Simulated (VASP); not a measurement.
Input of a VASP 6.6.1 run:

The input POSCAR:

```
KCl
1.0
    0.0000000000      3.1448483099      3.1448483099
    3.1448483099      0.0000000000      3.1448483099
    3.1448483099      3.1448483099      0.0000000000
K Cl
1 1
Direct
    0.0000000000      0.0000000000      0.0000000000
    0.5000000000      0.5000000000      0.5000000000
```

File INCAR.step1:

```
ALGO = Normal
EDIFF = 1E-5
ENCUT = 520
GGA = PE
ISIF = 2
ISMEAR = 0
LASPH = True
LCHARG = False
LREAL = False
LWAVE = True
NBANDS = 15
NELM = 80
PREC = Accurate
SIGMA = 0.01
```

The input INCAR.step2:

```
ALGO = Normal
EDIFF = 1E-6
ENCUT = 520
GGA = PE
HFSCREEN = 0.2079
ISIF = 2
ISMEAR = 0
ISTART = 1
LASPH = True
LCHARG = False
LHFCALC = True
LREAL = False
LWAVE = False
NBANDS = 15
NELM = 80
PREC = Accurate
PRECFOCK = Normal
SIGMA = 0.01
```

File KPOINTS:

```
k-points
0
Gamma
  4 4 4
```

Potentials or basis: VASP PAW PBE potentials, release 64 (K_sv, Cl).

Run with:

```console
$ cat potpaw_PBE.64/K_sv/POTCAR potpaw_PBE.64/Cl/POTCAR > POTCAR
$ cp INCAR.step1 INCAR
$ mpirun -np 1 vasp_std > vasp.out
$ cp INCAR.step2 INCAR
$ mpirun -np 1 vasp_std > vasp.out
```

(1) Predict the band gap on the k mesh.

(2) Predict the pressure.

## Answers

(1) 6.50 eV, direct.

(2) 0.5 GPa.

Caveat: the k points lie up to 0.43 Å⁻¹ apart; the PAW data sets were made with another functional, which shifts forces and pressure a little.
